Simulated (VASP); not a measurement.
A run of VASP 6.6.1:

The input INCAR:

```
PREC = Accurate
ENCUT = 520
EDIFF = 1E-8
ISMEAR = -1
SIGMA = 0.02
LREAL = F
LASPH = T
NELM = 60
ALGO = Normal
ISIF = 2
LWAVE = F
LCHARG = F
GGA = PE
LEFG = T
NBANDS = 35
```

KPOINTS

```
Automatic mesh
0
Gamma
  14 14 3
```

File POSCAR:

```
Te2Mo
1.0
    3.5182000000      0.0000000000      0.0000000000
   -1.7591000000      3.0468505756      0.0000000000
    0.0000000000      0.0000000000     13.9736000000
Te Mo
4 2
Direct
    0.3333333333      0.6666666667      0.6210000000
    0.6666666667      0.3333333333      0.1210000000
    0.3333333333      0.6666666667      0.8790000000
    0.6666666667      0.3333333333      0.3790000000
    0.3333333333      0.6666666667      0.2500000000
    0.6666666667      0.3333333333      0.7500000000
```

Potentials or basis: VASP PAW PBE potentials, release 64 (Te, Mo_sv).

Command:

```bash
$ cat potpaw_PBE.64/Te/POTCAR potpaw_PBE.64/Mo_sv/POTCAR > POTCAR
$ mpirun -np 1 vasp_std > vasp.out
```

Hardware: 1 thread of Oxide Virtual Turin-like Processor, on a shared host.

Task: Estimate the wall time of this run.

Result: Run time: 5.9 min on 1 thread of Oxide Virtual Turin-like Processor (shared host), peak memory 0.37 GiB. Counts: scf iterations 20, k points 48.
